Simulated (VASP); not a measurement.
The system is BeCd.

```
Be Cd
1.0
     4.87732    0.00000    0.00000
     0.00000    4.87732    0.00000
     0.00000    0.00000    4.87732
Be Cd
4 4
Direct
  0.13400 0.13400 0.13400
  0.36600 0.86600 0.63400
  0.63400 0.36600 0.86600
  0.86600 0.63400 0.36600
  0.84450 0.84450 0.84450
  0.65550 0.15550 0.34450
  0.34450 0.65550 0.15550
  0.15550 0.34450 0.65550
```

```yaml
Program: VASP 6.6.1
Task: relaxation of cell and atoms
Functional: PBE
Potentials_or_basis: VASP PAW PBE potentials, release 64 (Be, Cd)
Cutoff: 600 eV
k_mesh: 4 × 4 × 4
Occupations: gaussian, width 0.1 eV
Spin: no spin polarisation
```

At the start: pressure 5.1 GPa; volume 14.50 Å³/atom.

Problem. Where does the relaxation end?

Solution. Over 7 steps the energy falls by 20.1 meV/atom and the volume is 15.28 Å³/atom (+5.4 %); space group P2_13 (No. 198, to 0.05 Å).

Step by step:
| step | energy change (eV) | largest force (eV/Å) | pressure (GPa) | volume (Å³) |
| --- | --- | --- | --- | --- |
| 1 | 0.0000 | 0.4663 | 5.08 | 116.02 |
| 2 | -0.1257 | 0.2326 | -0.83 | 123.91 |
| 3 | -0.1266 | 0.2484 | -0.45 | 123.27 |
| 4 | -0.1398 | 0.1927 | -0.35 | 122.94 |
| 5 | -0.1596 | 0.0474 | 0.13 | 121.93 |
| 6 | -0.1599 | 0.0431 | 0.19 | 121.80 |
| 7 | -0.1605 | 0.0290 | -0.13 | 122.28 |

Final structure:
```
Be Cd
1.0
     4.96344    0.00000    0.00000
     0.00000    4.96344    0.00000
     0.00000    0.00000    4.96344
Be Cd
4 4
Direct
  0.14323 0.14323 0.14323
  0.35677 0.85677 0.64323
  0.64323 0.35677 0.85677
  0.85677 0.64323 0.35677
  0.84701 0.84701 0.84701
  0.65299 0.15299 0.34701
  0.34701 0.65299 0.15299
  0.15299 0.34701 0.65299
```
